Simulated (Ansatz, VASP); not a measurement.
Two plane-wave programs on ReSbP

Contents of INCAR:

```
SYSTEM = ReSbP
PREC = Accurate ; ENCUT = 520
EDIFF = 1E-7 ; ISMEAR = 0
SIGMA = 0.1 ; LREAL = .FALSE.
LASPH = .TRUE. ; NELM = 80
ALGO = Normal ; ISIF = 2
LWAVE = .FALSE. ; LCHARG = .TRUE.
GGA = PE ; LELF = .TRUE.
LVHAR = .TRUE. ; NBANDS = 26
```

Contents of KPOINTS:

```
regular mesh
0
G
  6 6 2
  0 0 0
```

File POSCAR:

```
ReSbP
1.0
    4.4569638500      0.0000000000      0.0000000000
   -2.2284819200      3.8598439200      0.0000000000
    0.0000000000      0.0000000000      9.4180672700
Re Sb P
2 2 2
Direct
    0.0000000000      0.0000000000      0.0000000000
    0.0000000000      0.0000000000      0.5000000000
    0.0000000000      0.0000000000      0.7525634500
    0.0000000000      0.0000000000      0.2474365500
    0.3333333300      0.6666666700      0.0000000000
    0.6666666700      0.3333333300      0.0000000000
```

Input for Ansatz:

```yaml
crystal:
  lattice:
    - [4.45696385, 0.0, 0.0]
    - [-2.22848192, 3.85984392, 0.0]
    - [0.0, 0.0, 9.41806727]
  atoms:
    - { symbol: Re, position: [0.0, 0.0, 0.0] }
    - { symbol: Re, position: [0.0, 0.0, 0.5] }
    - { symbol: Sb, position: [0.0, 0.0, 0.75256345] }
    - { symbol: Sb, position: [0.0, 0.0, 0.24743655] }
    - { symbol: P, position: [0.33333333, 0.66666667, 0.0] }
    - { symbol: P, position: [0.66666667, 0.33333333, 0.0] }
basis:
  ecutwfc: 420
kpoints:
  mp_grid: { grid: [6, 6, 2] }
hamiltonian:
  xc: pbe
scf:
  occupations: { method: gaussian, width: 0.1 }
  lower_state_search: "off"
output:
  forces: true
  stress: true
  eigenvalues: true
```

Alike in both runs: task single point; functional PBE; k mesh 6 × 6 × 2; occupations gaussian, width 0.1 eV; no spin polarisation.

|  | VASP | Ansatz |
| --- | --- | --- |
| version | VASP 6.6.1 | Ansatz 0.2.0 |
| potentials or method | VASP PAW PBE potentials, release 64 (Re, Sb, P), cutoff 520 eV | scalar-relativistic, plane waves, PAW |
| valence electrons in the cell | 34 | 70 |

VASP gave:

```
gap on the k mesh at the Fermi level (eV)                     : none
pressure (GPa)                                                : 7.3
traceless stress, the component that is largest in VASP (GPa) : 30.18
rms of the force components (eV/Å)                            : 1.199
```

**Question.** What did Ansatz give for the same quantities?

**Answer.** gap on the k mesh at the Fermi level (eV): none; pressure (GPa): 7.8; traceless stress, the component that is largest in VASP (GPa): 31.31; rms of the force components (eV/Å): 1.198.

Atom by atom the forces differ by 0.000 eV/Å (rms over components). A gap of «none» marks a metal or a gap that the smearing closes. VASP's potentials hold 34 valence electrons a cell and Ansatz's 70, so a difference there can come from the potentials and not from the codes.

Neither program's run includes spin-orbit coupling.
